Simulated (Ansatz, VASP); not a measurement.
Two plane-wave programs on AgCl

File POSCAR:

```
AgCl
1.0
    0.0000000000      2.7731500000      2.6899555000
    2.7731500000      0.0000000000      2.6899555000
    2.7731500000      2.7731500000      0.0000000000
Ag Cl
1 1
Direct
    0.5000000000      0.5000000000      0.5000000000
    0.0000000000      0.0000000000      0.0000000000
```

Contents of INCAR.step1:

```
PREC     = Accurate       # precision mode
ENCUT    = 520            # plane-wave cutoff, eV
ISMEAR   = 0              # smearing method
SIGMA    = 0.05           # smearing width, eV
LREAL    = False          # projectors in reciprocal space
LASPH    = True           # aspherical terms in the spheres
NELM     = 100            # most SCF steps
NBANDS   = 16             # bands
GGA      = PE             # functional
ALGO     = Normal         # electronic algorithm
EDIFF    = 1E-4           # SCF threshold, eV
LWAVE    = True           # write WAVECAR
LCHARG   = False          # write CHGCAR
```

INCAR.step2

```
PREC     = Accurate       # precision mode
ENCUT    = 520            # plane-wave cutoff, eV
EDIFF    = 1E-6           # SCF threshold, eV
ISMEAR   = 0              # smearing method
SIGMA    = 0.05           # smearing width, eV
LREAL    = False          # projectors in reciprocal space
LASPH    = True           # aspherical terms in the spheres
NELM     = 100            # most SCF steps
ALGO     = Normal         # electronic algorithm
ISIF     = 2              # what is computed and relaxed
LWAVE    = False          # write WAVECAR
LCHARG   = False          # write CHGCAR
METAGGA  = R2SCAN         # meta-GGA
LMIXTAU  = True         
NBANDS   = 16             # bands
ISTART   = 1
```

File KPOINTS:

```
Automatic mesh
0
Gamma
  8 8 8
```

Input for Ansatz:

```yaml
crystal:
  lattice:
    - [0.0, 2.77315, 2.6899555]
    - [2.77315, 0.0, 2.6899555]
    - [2.77315, 2.77315, 0.0]
  atoms:
    - { symbol: Ag, position: [0.5, 0.5, 0.5] }
    - { symbol: Cl, position: [0.0, 0.0, 0.0] }
basis:
  ecutwfc: 500
kpoints:
  mp_grid: { grid: [8, 8, 8] }
hamiltonian:
  xc: r2scan
scf:
  occupations: { method: gaussian, width: 0.05 }
output:
  forces: true
  stress: true
  eigenvalues: true
```

Change from the starting cell: strain +0.000 along x and y, -0.030 along z, atoms carried along.

Alike in both runs: task single point; functional r2SCAN; k mesh 8 × 8 × 8; occupations gaussian, width 0.05 eV; no spin polarisation.

|  | VASP | Ansatz |
| --- | --- | --- |
| version | VASP 6.6.1 | Ansatz 0.2.0 |
| potentials or method | VASP PAW PBE potentials, release 64 (Ag, Cl), cutoff 520 eV | scalar-relativistic, plane waves, PAW |
| valence electrons in the cell | 18 | 26 |

|  | VASP | Ansatz | Ansatz less VASP |
| --- | --- | --- | --- |
| gap on the k mesh at the Fermi level (eV) | 1.33 | 1.38 | +0.053 |
| least direct gap on the mesh (eV) | 3.81 | 3.85 | +0.045 |
| pressure (GPa) | 1.7 | 1.7 | +0.07 |
| traceless stress, the component that is largest in VASP (GPa) | 0.80 | 0.81 | +0.015 |

VASP's potentials were made for PBE, not for r2SCAN. VASP's potentials hold 18 valence electrons a cell and Ansatz's 26, so a difference there can come from the potentials and not from the codes.
